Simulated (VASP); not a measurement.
# Y7NbN8 in VASP: single point with PBEsol+U

Aim: the single point of Y7NbN8 with PBEsol+U.

All numbers are computed with VASP 6.6.1; they aren't measurements. Logs are shortened: lines on timing, memory, paths and dates and some standing lists are left out, and cuts for length are marked.

### Step 1. The cell of the first run

The typed cell holds 16 atoms: a = 6.920 Å, b = 6.920 Å, c = 6.920 Å, α = 60.00°, β = 60.00°, γ = 60.00°.

### Step 2. Single point, PBEsol+U

Input file INCAR:

```
  PREC = Accurate
  ENCUT = 520
  EDIFF = 1E-6
  ISMEAR = 0
  SIGMA = 0.05
  LREAL = Auto
  LASPH = T
  NELM = 150
  ALGO = Normal
  ISIF = 2
  LWAVE = F
  LCHARG = F
  LMAXMIX = 4
  LDAU = T
  LDAUTYPE = 2
  LDAUL = 2 -1 -1
  LDAUU = 2 0 0
  LDAUJ = 0 0 0
  LDAUPRINT = 1
  GGA = PS
  NBANDS = 79
```

Input file KPOINTS:

```
Automatic mesh
0
Gamma
  3 3 3
```

Input file POSCAR:

```
Y7NbN8
1.0
    0.0000000000      4.8935000000      4.8935000000
    4.8935000000      0.0000000000      4.8935000000
    4.8935000000      4.8935000000      0.0000000000
Nb Y N
1 7 8
Direct
    0.2581760925      0.2265717619      0.2576538495
    0.2459013437      0.2555726059      0.7493080406
    0.2493688379      0.7485665575      0.2493472485
    0.2493567502      0.7485699644      0.7528019628
    0.7495799517      0.2554624979      0.2457730494
    0.7495802021      0.2554601932      0.7492758200
    0.7530915186      0.7485243615      0.2492299454
    0.7512697875      0.7474334580      0.7507333629
    0.0007369118      0.9983770403      0.0004870787
    0.0237120374      0.0191800907      0.4785773100
    0.0051380494      0.4941503003      0.0049526694
    0.0051151760      0.4942137322      0.4958582265
    0.4788365201      0.0191671525      0.0234933037
    0.4788808134      0.0191421432      0.4785907344
    0.4960186923      0.4940947668      0.0049885593
    0.5012865240      0.4967830337      0.5009924279
```

Potentials or basis: VASP PAW PBE potentials, release 64 (Nb_sv, Y_sv, N).

Run with:

```bash
cat potpaw_PBE.64/Nb_sv/POTCAR potpaw_PBE.64/Y_sv/POTCAR potpaw_PBE.64/N/POTCAR > POTCAR
mpirun -np 1 vasp_std > vasp.out
```

OUTCAR:

```text
PREC = Accurate
   ENCUT = 520
   EDIFF = 1E-6
   ISMEAR = 0
   LREAL = Auto
   LASPH = T
   NELM = 150
   ISIF = 2
   GGA = PS

 ion  position               nearest neighbor table
   1  0.258  0.227  0.258-  13 2.16  14 2.16  10 2.16   7 3.37   3 3.37   4 3.37   6 3.46   5 3.46
                             2 3.46   2 3.46   5 3.46   6 3.46   4 3.55   3 3.55   7 3.55
   2  0.246  0.256  0.749-  11 2.42  12 2.42  16 2.43   9 2.46  13 2.49  14 2.49   8 3.41   5 3.44
                             6 3.44   4 3.44   3 3.44   1 3.46   1 3.46   3 3.48   4 3.48   6 3.49
   3  0.249  0.749  0.249-   9 2.43  12 2.44  15 2.44  10 2.46  13 2.46  16 2.46   1 3.37   7 3.44
                             2 3.44   4 3.44   5 3.44   8 3.46   8 3.46   5 3.48   4 3.48   2 3.48
   4  0.249  0.749  0.753-   9 2.43  11 2.44  15 2.44  10 2.46  14 2.46  16 2.46   1 3.37   7 3.43
                             2 3.44   3 3.44   6 3.44   8 3.46   8 3.46   6 3.48   3 3.48   2 3.48
   5  0.750  0.255  0.246-  11 2.42  15 2.42  16 2.43   9 2.46  10 2.49  14 2.49   8 3.42   2 3.44
                             6 3.44   7 3.44   3 3.44   1 3.46   1 3.46   3 3.48   7 3.48   6 3.48
   6  0.750  0.255  0.749-  12 2.42  15 2.42  16 2.43   9 2.46  10 2.49  13 2.49   8 3.42   2 3.44
                             5 3.44   7 3.44   4 3.44   1 3.46   1 3.46   4 3.48   7 3.48   5 3.48
   7  0.753  0.749  0.249-   9 2.43  12 2.44  11 2.44  14 2.46  13 2.46  16 2.46   1 3.37   4 3.43
                             3 3.44   5 3.44   6 3.44   8 3.46   8 3.46   6 3.48   5 3.48   3 3.49
   8  0.751  0.747  0.751-  11 2.49  12 2.49  15 2.49  10 2.66  13 2.66  14 2.66   2 3.41   5 3.42
                             6 3.42   4 3.46   3 3.46   7 3.46   7 3.46   3 3.46   4 3.46   6 3.50
   9  0.001  0.998  0.000-   3 2.43   4 2.43   7 2.43   2 2.46   6 2.46   5 2.46
  10  0.024  0.019  0.479-   1 2.16   3 2.46   4 2.46   5 2.49   6 2.49   8 2.66
  11  0.005  0.494  0.005-   2 2.42   5 2.42   4 2.44   7 2.44   8 2.49
  12  0.005  0.494  0.496-   2 2.42   6 2.42   3 2.44   7 2.44   8 2.49
  13  0.479  0.019  0.023-   1 2.16   7 2.46   3 2.46   6 2.49   2 2.49   8 2.66
  14  0.479  0.019  0.479-   1 2.16   7 2.46   4 2.46   5 2.49   2 2.49   8 2.66
  15  0.496  0.494  0.005-   5 2.42   6 2.42   3 2.44   4 2.44   8 2.49
  16  0.501  0.497  0.501-   5 2.43   6 2.43   2 2.43   7 2.46   3 2.46   4 2.46

  LATTYP: Found a face centered cubic cell.
 ALAT       =     9.7870000000

  Lattice vectors:

 A1 = (   0.0000000000,   4.8935000000,   4.8935000000)
[... 213 lines left out ...]
  o =  0.1888  v =  0.8105 -0.3162  0.0443  0.4910  0.0055  0.0000  0.0000  0.0000  0.0000  0.0000      0.0000  0.0000  0.0000  0.0000  0.0000  0.0000  0.0000  0.0000  0.0000  0.0000
  o =  0.1888  v =  0.0000  0.0000  0.0000  0.0000  0.0000  0.8105 -0.3162  0.0443  0.4910  0.0055      0.0000  0.0000  0.0000  0.0000  0.0000  0.0000  0.0000  0.0000  0.0000  0.0000
  o =  0.1888  v = -0.1016  0.7508 -0.0055  0.6512  0.0432  0.0000  0.0000  0.0000  0.0000  0.0000      0.0000  0.0000  0.0000  0.0000  0.0000  0.0000  0.0000  0.0000  0.0000  0.0000
  o =  0.1888  v =  0.0000  0.0000  0.0000  0.0000  0.0000 -0.1016  0.7508 -0.0055  0.6512  0.0432      0.0000  0.0000  0.0000  0.0000  0.0000  0.0000  0.0000  0.0000  0.0000  0.0000
  o =  0.2235  v = -0.0364  0.0150  0.9943 -0.0210  0.0965  0.0000  0.0000  0.0000  0.0000  0.0000      0.0000  0.0000  0.0000  0.0000  0.0000  0.0000  0.0000  0.0000  0.0000  0.0000
  o =  0.2235  v =  0.0000  0.0000  0.0000  0.0000  0.0000 -0.0364  0.0150  0.9943 -0.0210  0.0965      0.0000  0.0000  0.0000  0.0000  0.0000  0.0000  0.0000  0.0000  0.0000  0.0000
  o =  0.2236  v =  0.0000  0.0000  0.0000  0.0000  0.0000  0.0035 -0.0323 -0.0965 -0.0290  0.9944      0.0000  0.0000  0.0000  0.0000  0.0000  0.0000  0.0000  0.0000  0.0000  0.0000
  o =  0.2236  v =  0.0035 -0.0323 -0.0965 -0.0290  0.9944  0.0000  0.0000  0.0000  0.0000  0.0000      0.0000  0.0000  0.0000  0.0000  0.0000  0.0000  0.0000  0.0000  0.0000  0.0000

 number of electron     130.0000002 magnetization

 Free energy of the ion-electron system (eV)
  ---------------------------------------------------
  ext. energy  EPLUGINS =         0.00000000
  ---------------------------------------------------
  free energy    TOTEN  =      -153.55656190 eV

  energy without entropy =     -153.54759183  energy(sigma->0) =     -153.55207687

 E-fermi :   5.6737     XC(G=0): -11.4868

 val. band max:        5.6307094104   @ k =   0.0000   0.3333   0.0000
 cond. band min:       5.7060092654   @ k =   0.3333   0.3333   0.3333
 fundamental gap:      0.0752998550
 Fermi energy:         5.6736503613

 k-point     1 :       0.0000    0.0000    0.0000
  band No.  band energies     occupation
      1     -51.0756      2.00000
      2     -36.8199      2.00000
      3     -36.0894      2.00000
      4     -36.0113      2.00000
      5     -36.0110      2.00000
      6     -36.0109      2.00000
[... 1109 lines left out ...]
     76       8.6343      0.00000
     77       9.1673      0.00000
 [bands above 77 left out]

------------------------ aborting loop because EDIFF is reached ----------------------------------------

  FORCE on cell =-STRESS in cart. coord.  units (eV):
  Direction    XX          YY          ZZ          XY          YZ          ZX
  --------------------------------------------------------------------------------------
  -------------------------------------------------------------------------------------
  Total      -16.3321603    -16.3365343    -16.3515709     -0.0301202     -0.0280228      0.0274701
  in kB     -111.6517262   -111.6816287   -111.7844234     -0.2059111     -0.1915724      0.1877943
  external PRESSURE =    -111.7059261 kB  Pullay stress =       0.0000000 kB

 VOLUME and BASIS-vectors are now :
 -----------------------------------------------------------------------------
  energy-cutoff  :      520.00
  volume of cell :      234.36
      direct lattice vectors                 reciprocal lattice vectors
     0.000000000  4.893500000  4.893500000    -0.102176356  0.102176356  0.102176356
     4.893500000  0.000000000  4.893500000     0.102176356 -0.102176356  0.102176356
     4.893500000  4.893500000  0.000000000     0.102176356  0.102176356 -0.102176356

 POSITION                                       TOTAL-FORCE (eV/Angst)
 -----------------------------------------------------------------------------------
      2.36956      2.52421      2.37211         0.092443     -0.091671      0.092676
      4.91738      4.87006      2.45396        -0.008729      0.007225     -0.000481
      4.88329      2.44047      4.88340        -0.016082      0.001222      0.003854
      7.34696      4.90406      4.88335        -0.001660      0.017509      0.006494
      2.45280      4.87076      4.91818         0.002282     -0.005374     -0.001599
      4.91668      7.33465      4.91817         0.006474     -0.002848      0.000996
[... 8 lines left out ...]
      2.44226      2.45168      4.84512        -0.003222      0.002706     -0.023723
      4.88261      4.90465      4.88405        -0.001758      0.003170     -0.005779
 -----------------------------------------------------------------------------------
    total drift:                                0.002151     -0.001799      0.002774

  FREE ENERGIE OF THE ION-ELECTRON SYSTEM (eV)
  ---------------------------------------------------
  free  energy   TOTEN  =      -153.5565619008 eV

  energy  without entropy=     -153.5475918348  energy(sigma->0) =     -153.55207687
```

Wall time 22 min (1 thread of Oxide Virtual Turin-like, shared host); peak memory 0.49 GiB.

What came out:

- Free energy: -153.5566 eV
- Pressure: -11.2 GPa
- Largest force: 0.160 eV/Å
- Band gap on the k mesh: zero (band 65 reaches 5.91 eV, above the bottom of band 66 at 4.61 eV)

Forces on the atoms (eV/Å):
```
Nb   0.092 -0.092  0.093
Y   -0.009  0.007  0.000
Y   -0.016  0.001  0.004
Y   -0.002  0.018  0.006
Y    0.002 -0.005 -0.002
Y    0.006 -0.003  0.001
Y   -0.001  0.004 -0.005
Y    0.007 -0.012 -0.013
N    0.002 -0.003  0.002
N    0.007 -0.005 -0.075
N   -0.004  0.019  0.002
N   -0.020  0.005 -0.001
N   -0.070 -0.007  0.010
N    0.008  0.068  0.008
N   -0.003  0.003 -0.024
N   -0.002  0.003 -0.006
```

Levels at points of the mesh, in eV from the Fermi level:
```tsv
k point	band 62	band 63	band 64	band 65	band 66	band 67	band 68	band 69
(0.00, 0.00, 0.00)	-1.57	-1.38	-1.38	-1.06	-1.06	-0.93	1.28	1.29
```

Eigenvalues of the final occupation matrices:
| site | spin | trace | eigenvalues |
| --- | --- | --- | --- |
| site 1 d | 1 | 1.00 | 0.18 0.19 0.19 0.22 0.22 |
| site 1 d | 2 | 1.00 | 0.18 0.19 0.19 0.22 0.22 |

Caveat: the k points lie up to 0.37 Å⁻¹ apart; the PAW data sets were made with another functional, which shifts forces and pressure a little; U without spin polarisation on a metal has little footing.
